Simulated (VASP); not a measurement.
**CoSi: single point with PBE**

The system is CoSi.

```
Co Si
1.0
     2.78133    0.00000    0.00000
     0.00000    2.78133    0.00000
     0.00000    0.00000    2.78133
Co Si
1 1
Direct
  0.00000 0.00000 0.00000
  0.50000 0.50000 0.50000
```

```
Program                : VASP 6.6.1
Task                   : single point
Functional             : PBE
Potentials or basis    : VASP PAW PBE potentials, release 64 (Co, Si)
Cutoff                 : 520 eV
k mesh                 : 14 × 14 × 14
Occupations            : fermi-dirac, width 0.03 eV
Spin                   : collinear spin, ferromagnetic start
Starting moments       : [0.53, 0.0] μB
Fixed moment           : 0.53 μB
Dipole correction      : no
Further INCAR settings : ALGO = Normal; EDIFF = 1e-06; NBANDS = 18
```

```
Pressure                                              : 0.4 GPa
Net moment                                            : 0.53 μB per cell
Site moments                                          : Co +0.53; Si +0.01 μB
Valence electrons inside the program's atomic spheres : Co 8.61; Si 1.57
```

Wall time 37 s on 1 thread of Intel(R) Xeon(R) Platinum 8559C (Emerald Rapids), on a shared host, peak memory 0.2 GiB.

Caveat: the total moment is fixed, so each spin has its own Fermi level.
